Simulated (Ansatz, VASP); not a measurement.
**Ge2Sb2Te5 in VASP and in Ansatz**

```xyz
9
Lattice="4.2640 0.0000 0.0000 -2.1320 3.6927 0.0000 0.0000 0.0000 18.3880" Properties=species:S:1:pos:R:3 pbc="T T T"
Ge    0.0000    0.0000    6.0951
Ge    0.0000    0.0000   12.2929
Sb    0.0000    2.4618    2.0623
Sb    2.1320    1.2309   16.3257
Te    0.0000    0.0000    0.0000
Te    0.0000    2.4618   14.5515
Te    2.1320    1.2309    3.8365
Te    0.0000    2.4618    7.5345
Te    2.1320    1.2309   10.8535
```

Alike in both runs: task single point; functional PBE; k mesh 9 × 9 × 2; occupations gaussian, width 0.03 eV; no spin polarisation.

```csv
,VASP,Ansatz
version,VASP 6.6.1,Ansatz 0.2.0
potentials or method,"VASP PAW PBE potentials, release 64 (Ge_d, Sb, Te), cutoff 520 eV","scalar-relativistic, plane waves, PAW"
valence electrons in the cell,68,138
```

```tsv
	VASP	Ansatz	Ansatz less VASP
gap on the k mesh at the Fermi level (eV)	0.13	0.13	-0.001
least direct gap on the mesh (eV)	0.21	0.20	-0.002
pressure (GPa)	-0.7	-0.7	+0.01
traceless stress, the component that is largest in VASP (GPa)	-0.34	-0.34	-0.002
rms of the force components (eV/Å)	0.053	0.059	+0.0067
```

Atom by atom the forces differ by 0.008 eV/Å (rms over components). VASP's potentials hold 68 valence electrons a cell and Ansatz's 138, so a difference there can come from the potentials and not from the codes.

Spin-orbit coupling is off throughout.
